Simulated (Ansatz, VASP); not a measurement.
**Al3N in VASP and in Ansatz**

```
CELL_PARAMETERS angstrom
2.85676 0.00000 0.00000
0.00000 2.85676 0.00000
0.00000 0.00000 21.17470
ATOMIC_POSITIONS crystal
Al 0.50000 0.50000 0.18890
Al 0.00000 0.00000 0.28736
Al 0.50000 0.50000 0.38606
N 0.50000 0.00000 0.52632
```

Alike in both runs: task single point; functional PBE; k mesh 9 × 9 × 1; occupations gaussian, width 0.1 eV; collinear spin.

|  | VASP | Ansatz |
| --- | --- | --- |
| version | VASP 6.6.1 | Ansatz 0.2.0 |
| potentials or method | VASP PAW PBE potentials, release 64 (Al, N), cutoff 520 eV | scalar-relativistic, plane waves, PAW |
| valence electrons in the cell | 14 | 14 |

```tsv
	VASP	Ansatz	Ansatz less VASP
gap on the k mesh at the Fermi level (eV)	none	none	-
rms of the force components (eV/Å)	0.195	0.195	+0.0004
net moment per atom (μB)	0.69	0.69	0.000
size of the moment on the site where the two differ most (μB)	1.85	2.56	+0.709
```

Site moments also hang on the region over which each program counts them. Atom by atom the forces differ by 0.000 eV/Å (rms over components). A gap of «none» marks a metal or a gap that the smearing closes.
